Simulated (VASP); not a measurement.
Write the native input for VASP 6.6.1 that does the following.

| Quantity | Value |
| --- | --- |
| Task | relaxation of volume and atoms at fixed shape |
| Functional | r2SCAN |
| Potentials or basis | VASP PAW PBE potentials, release 64 (In_d, O) |
| Cutoff | 600 eV |
| k mesh | 2 × 2 × 2 |
| Occupations | gaussian, width 0.02 eV |
| Spin | no spin polarisation |
| Dipole correction | no |
| Further INCAR settings | LREAL = Auto; ALGO = Normal; EDIFF = 1e-06; IBRION = 2; EDIFFG = -0.01; NSW = 60; ISIF = 8 |

Crystal: In2O3.

```xyz
40
Lattice="-5.0585 5.0585 5.0585 5.0585 -5.0585 5.0585 5.0585 5.0585 -5.0585" Properties=species:S:1:pos:R:3 pbc="T T T"
In    2.5293    2.5293    2.5293
In   -2.5293    2.5293    2.5293
In    2.5293   -2.5293    2.5293
In    2.5293    2.5293   -2.5293
In    4.7176    0.0000    2.5293
In    0.3409    0.0000    7.5878
In    2.5293    4.7176    0.0000
In    7.5878    0.3409    0.0000
In    0.0000    2.5293    4.7176
In    0.0000    7.5878    0.3409
In    0.3409    5.0585    2.5293
In    4.7176    5.0585   -2.5293
In    2.5293    0.3409    5.0585
In   -2.5293    4.7176    5.0585
In    5.0585    2.5293    0.3409
In    5.0585   -2.5293    4.7176
O     3.9578    1.5762    3.8404
O     6.1592    3.4823    3.8404
O    -1.1007    3.4823    6.2766
O     1.1007    1.5762    6.2766
O     3.8404    3.9578    1.5762
O     3.8404    6.1592    3.4823
O     6.2766   -1.1007    3.4823
O     6.2766    1.1007    1.5762
O     1.5762    3.8404    3.9578
O     3.4823    3.8404    6.1592
O     3.4823    6.2766   -1.1007
O     1.5762    6.2766    1.1007
O     1.1007    3.4823    1.2181
O    -1.1007    1.5762    1.2181
O     6.1592    1.5762   -1.2181
O     3.9578    3.4823   -1.2181
O     1.2181    1.1007    3.4823
O     1.2181   -1.1007    1.5762
O    -1.2181    6.1592    1.5762
O    -1.2181    3.9578    3.4823
O     3.4823    1.2181    1.1007
O     1.5762    1.2181   -1.1007
O     1.5762   -1.2181    6.1592
O     3.4823   -1.2181    3.9578
```

These files were run (other wordings do the same):

POSCAR

```
In2O3
1.0
   -5.0585000000      5.0585000000      5.0585000000
    5.0585000000     -5.0585000000      5.0585000000
    5.0585000000      5.0585000000     -5.0585000000
In O
16 24
Direct
    0.5000000000      0.5000000000      0.5000000000
    0.5000000000      0.0000000000      0.0000000000
    0.0000000000      0.5000000000      0.0000000000
    0.0000000000      0.0000000000      0.5000000000
    0.2500000000      0.7163000000      0.4663000000
    0.7500000000      0.7837000000      0.0337000000
    0.4663000000      0.2500000000      0.7163000000
    0.0337000000      0.7500000000      0.7837000000
    0.7163000000      0.4663000000      0.2500000000
    0.7837000000      0.0337000000      0.7500000000
    0.7500000000      0.2837000000      0.5337000000
    0.2500000000      0.2163000000      0.9663000000
    0.5337000000      0.7500000000      0.2837000000
    0.9663000000      0.2500000000      0.2163000000
    0.2837000000      0.5337000000      0.7500000000
    0.2163000000      0.9663000000      0.2500000000
    0.5354000000      0.7708000000      0.5470000000
    0.7238000000      0.9884000000      0.9530000000
    0.9646000000      0.5116000000      0.2354000000
    0.7762000000      0.7292000000      0.2646000000
    0.5470000000      0.5354000000      0.7708000000
    0.9530000000      0.7238000000      0.9884000000
    0.2354000000      0.9646000000      0.5116000000
    0.2646000000      0.7762000000      0.7292000000
    0.7708000000      0.5470000000      0.5354000000
    0.9884000000      0.9530000000      0.7238000000
    0.5116000000      0.2354000000      0.9646000000
    0.7292000000      0.2646000000      0.7762000000
    0.4646000000      0.2292000000      0.4530000000
    0.2762000000      0.0116000000      0.0470000000
    0.0354000000      0.4884000000      0.7646000000
    0.2238000000      0.2708000000      0.7354000000
    0.4530000000      0.4646000000      0.2292000000
    0.0470000000      0.2762000000      0.0116000000
    0.7646000000      0.0354000000      0.4884000000
    0.7354000000      0.2238000000      0.2708000000
    0.2292000000      0.4530000000      0.4646000000
    0.0116000000      0.0470000000      0.2762000000
    0.4884000000      0.7646000000      0.0354000000
    0.2708000000      0.7354000000      0.2238000000
```

INCAR.step1

```
SYSTEM = In2O3
  PREC = Accurate
  ENCUT = 600
  ISMEAR = 0
  SIGMA = 0.02
  LREAL = Auto
  LASPH = .True.
  NELM = 100
  GGA = PE
  ALGO = Normal
  EDIFF = 1E-4
  LWAVE = .True.
  LCHARG = .False.
  LUSENCCL = .False.
```

INCAR.step2

```
SYSTEM = In2O3
  PREC = Accurate
  ENCUT = 600
  EDIFF = 1E-6
  ISMEAR = 0
  SIGMA = 0.02
  LREAL = Auto
  LASPH = .True.
  NELM = 100
  ALGO = Normal
  ISIF = 8
  LWAVE = .False.
  LCHARG = .False.
  METAGGA = R2SCAN
  LMIXTAU = .True.
  IBRION = 2
  NSW = 60
  EDIFFG = -0.01
  ISTART = 1
  LUSENCCL = .False.
```

KPOINTS

```
regular mesh
0
Gamma
  2 2 2
  0 0 0
```

Potentials or basis: VASP PAW PBE potentials, release 64 (In_d, O).

Run with:

```sh
$ cat potpaw_PBE.64/In_d/POTCAR potpaw_PBE.64/O/POTCAR > POTCAR
$ cp INCAR.step1 INCAR
$ mpirun -np 1 vasp_std > vasp.out
$ cp INCAR.step2 INCAR
$ mpirun -np 1 vasp_std > vasp.out
```

It gave:

```yaml
Relaxed_volume: 13.17 Å³/atom
Relaxed_cell: a = 8.812 Å, b = 8.812 Å, c = 8.812 Å, α = 109.47°, β = 109.47°, γ = 109.47°
Space_group_after_relaxing_to_0.1_Å: Ia-3 (No. 206)
Energy_gained_by_relaxing: 4.5 meV/atom
Ionic_steps: 13
Pressure_after_relaxing: 0.0 GPa
Largest_force_after_relaxing: 0.005 eV/Å
Band_gap_on_the_k_mesh: 1.63 eV
```

Caveat: the k points lie up to 0.44 Å⁻¹ apart in the final cell; the PAW data sets were made with another functional, which shifts forces and pressure a little; spin-orbit coupling is left out, which moves the levels of the heavy elements.

Run time: 32 min on 1 × NVIDIA H100 80GB with 1 thread of AMD EPYC 7R13 Processor (Zen 3), with other jobs on the host, peak memory 1.8 GiB.
